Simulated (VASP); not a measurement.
Here is a VASP 6.6.1 calculation.

File POSCAR:

```
Mo
1.0
    2.7355100000     -0.0136775500     -0.0136775500
   -1.3796001050      2.3758597750     -0.0050063300
   -0.0127759050     -0.0127759050      2.5551810000
Mo
1
Direct
    0.0000000000      0.0000000000      0.5000000000
```

Contents of INCAR.step1:

```
PREC = Accurate
ENCUT = 550
ISMEAR = -1
SIGMA = 0.1
LREAL = False
LASPH = True
NELM = 120
NBANDS = 13
GGA = PE
ALGO = Normal
EDIFF = 1E-5
LWAVE = True
LCHARG = False
GGA_COMPAT = False
```

The input INCAR.step2:

```
PREC = Accurate
ENCUT = 550
EDIFF = 1E-6
ISMEAR = -1
SIGMA = 0.1
LREAL = False
LASPH = True
NELM = 120
ALGO = Normal
ISIF = 2
LWAVE = False
LCHARG = True
METAGGA = R2SCAN
LMIXTAU = True
LELF = True
LVHAR = True
NBANDS = 13
ISTART = 1
GGA_COMPAT = False
```

KPOINTS

```
Automatic mesh
0
Gamma
  14 14 13
```

Potentials or basis: VASP PAW PBE potentials, release 64 (Mo_sv).

The run is started by

```console
$ cat potpaw_PBE.64/Mo_sv/POTCAR > POTCAR
$ cp INCAR.step1 INCAR
$ mpirun -np 1 vasp_std > vasp.out
$ cp INCAR.step2 INCAR
$ mpirun -np 1 vasp_std > vasp.out
```

(1) Predict the band gap on the k mesh.

(2) Predict the pressure.

## Answers

(1) zero (bands 7 and 8 overlap by 1.88 eV).

(2) 1.9 GPa.

Caveat: the PAW data sets were made with another functional, which shifts forces and pressure a little.
